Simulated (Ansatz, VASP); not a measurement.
**Two plane-wave programs on Sn2TeAs2**

```
Sn Te As
1.0
     2.90617   -2.90640    0.00000
     2.90617    2.90640    0.00000
     0.00000    0.00000    9.04126
Sn Te As
2 1 2
Direct
  0.00000 0.50000 0.30120
  0.50000 0.00000 0.69880
  0.50000 0.50000 0.00000
  0.00000 0.00000 0.50000
  0.00000 0.00000 0.00000
```

Alike in both runs: functional PBE; k mesh 4 × 4 × 2; occupations gaussian, width 0.2 eV; no spin polarisation.

Ansatz relaxed the structure, and its values are those at the end. VASP's run is a single point on that final structure, the one shown.

|  | VASP | Ansatz |
| --- | --- | --- |
| version | VASP 6.6.1 | Ansatz 0.2.0 |
| potentials or method | VASP PAW PBE potentials, release 64 (Sn_d, Te, As), cutoff 520 eV | scalar-relativistic, plane waves, PAW |
| valence electrons in the cell | 44 | 74 |

VASP gave:

| Quantity | Value |
| --- | --- |
| gap on the k mesh at the Fermi level (eV) | none |
| pressure (GPa) | 0.0 |
| rms of the force components (eV/Å) | 0.004 |

Question: Estimate Ansatz's values.

Answer: gap on the k mesh at the Fermi level (eV): none; pressure (GPa): 0.0; rms of the force components (eV/Å): 0.000.

A gap of «none» marks a metal or a gap that the smearing closes. VASP's potentials hold 44 valence electrons a cell and Ansatz's 74, so a difference there can come from the potentials and not from the codes.

The k mesh is coarse, so the values compare programs but aren't converged. Neither program's run includes spin-orbit coupling.
